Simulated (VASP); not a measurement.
The system is LiGe2P3.

```xyz
6
Lattice="3.6147 0.0000 0.0000 0.0000 3.6147 0.0000 0.0000 0.0000 7.9635" Properties=species:S:1:pos:R:3 pbc="T T T"
Li    0.0000    0.0000    0.0000
Ge    0.0000    1.8073    5.8253
Ge    1.8073    0.0000    2.1382
P     0.0000    1.8073    3.0540
P     1.8073    0.0000    4.9095
P     1.8073    1.8073    0.0000
```

```yaml
Program: VASP 6.6.1
Task: relaxation of cell and atoms
Functional: PBE
Potentials_or_basis: VASP PAW PBE potentials, release 64 (Li_sv, Ge_d, P)
Cutoff: 600 eV
k_mesh: 6 × 6 × 2
Occupations: gaussian, width 0.1 eV
Spin: no spin polarisation
```

At the start: pressure -3.7 GPa; volume 17.34 Å³/atom.

**Question.** How do energy, volume and symmetry change on relaxing?

**Answer.** Over 21 steps the energy falls by 142.5 meV/atom and the volume is 16.55 Å³/atom (-4.5 %); space group P-4m2 (No. 115, to 0.05 Å).

The path:
```tsv
step	energy change (eV)	largest force (eV/Å)	pressure (GPa)	volume (Å³)
1	0.0000	0.5889	-3.66	104.05
2	-0.1168	0.5414	0.05	98.20
3	-0.1240	0.5262	1.34	96.51
4	-0.2039	0.5323	1.33	96.40
5	-0.3734	0.8055	2.31	95.96
6	0.0828	2.9685	8.70	94.53
7	-0.3818	1.0181	2.93	95.78
8	-0.4315	0.9740	2.16	96.77
9	-0.5257	0.8427	-0.16	99.77
10	-0.5834	0.7553	-3.61	105.90
11	-0.6663	0.6076	-3.47	105.31
12	-0.8001	0.2284	-2.63	103.54
13	-0.8012	0.2280	-2.49	103.30
14	-0.8369	0.2537	-0.66	100.35
15	-0.8409	0.2648	0.32	98.96
16	-0.8471	0.1889	0.30	98.86
17	-0.8534	0.0538	0.28	98.59
18	-0.8535	0.0470	0.29	98.61
19	-0.8544	0.0445	-0.08	99.15
20	-0.8545	0.0437	-0.18	99.29
21	-0.8553	0.0244	-0.15	99.32
```

Final structure:
```
Li Ge P
1.0
     3.80411    0.00000    0.00000
     0.00000    3.80411    0.00000
     0.00000    0.00000    6.86340
Li Ge P
1 2 3
Direct
  0.00000 0.00000 0.00000
  0.00000 0.50000 0.67274
  0.50000 0.00000 0.32726
  0.00000 0.50000 0.29634
  0.50000 0.00000 0.70366
  0.50000 0.50000 0.00000
```

Caveat: the k points lie up to 0.46 Å⁻¹ apart in the final cell; the cutoff is under 1.25 times the usual one of these potentials, so pressure, stress and relaxed cells hold a basis-set (Pulay) error.
